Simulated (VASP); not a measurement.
Runs of VASP 6.6.1 on ZnSe (rocksalt type). The structure is that of space group Fm-3m (No. 225), or close to it. The cells are those of the table. 

| task | cell | cutoff (eV) | gap on the mesh (eV) | pressure (GPa) |
| --- | --- | --- | --- | --- |
| single point | a = 3.610 Å, angles 60.0°, 2 atoms | 520 | none | 15.4 |
| relaxation of cell and atoms | relaxed to 15 GPa from a = 3.610 Å, angles 60.0°, 2 atoms | 600 | none | 15.0 |
| relaxation of cell and atoms | relaxed from a = 3.527 Å, angles 60.0°, 2 atoms | 600 | none | 0.0 |
| relaxation of cell and atoms | relaxed to 15 GPa from a = 3.609 Å, angles 60.0°, 2 atoms | 600 | none | 15.0 |
| single point | a = 3.795 Å, angles 60.0°, 2 atoms | 520 | none | (a) |

Alike in all rows: level PBE; potentials or basis VASP PAW PBE potentials, release 64 (Zn, Se); no spin polarisation; k mesh 14 × 14 × 14; smearing fermi-dirac 0.05 eV.

Task: Fill in the values left out.

Result: (a) 0.2.

Caveats: the cell is relaxed towards a set pressure, so the enthalpy falls and the energy may rise (some runs).

A k mesh can miss the band edges, and the runs leave out spin-orbit coupling on Se.

A gap of «none» marks levels without a gap at the run's occupations.
